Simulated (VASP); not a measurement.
Set up this calculation in VASP 6.6.1, as the native input.

```
Task                   : single point
Functional             : LDA
Potentials or basis    : VASP PAW LDA potentials, release 64 (Ir)
Cutoff                 : 520 eV
k mesh                 : 12 × 12 × 12
Occupations            : fermi-dirac, width 0.05 eV
Spin                   : no spin polarisation
Dipole correction      : no
Further INCAR settings : ALGO = Normal; EDIFF = 1e-06; NBANDS = 10
```

The structure of Ir lies in POSCAR:

```
Ir
1.0
    0.0000000000      1.9027432368      1.9027432368
    1.9027432368      0.0000000000      1.9027432368
    1.9027432368      1.9027432368      0.0000000000
Ir
1
Direct
    0.0000000000      0.0000000000      0.0000000000
```

This cell differs from its parent crystal: volume scaled by 0.98.

The input as run:

INCAR

```
SYSTEM = Ir
ALGO = Normal
EDIFF = 1E-6
ENCUT = 520
GGA = CA
ISIF = 2
ISMEAR = -1
LASPH = .TRUE.
LCHARG = .FALSE.
LREAL = .FALSE.
LWAVE = .FALSE.
NBANDS = 10
NELM = 80
PREC = Accurate
SIGMA = 0.05
```

KPOINTS

```
k-points
0
G
  12 12 12
  0 0 0
```

Potentials or basis: VASP PAW LDA potentials, release 64 (Ir).

The run is started by

```sh
$ cat potpaw_LDA.64/Ir/POTCAR > POTCAR
$ mpirun -np 1 vasp_std > vasp.out
```

Results of the run:

- Pressure: 4.0 GPa

It took 5.3 s on 1 thread of Intel(R) Xeon(R) Platinum 8488C (Sapphire Rapids) (shared host), peak memory 0.12 GiB.
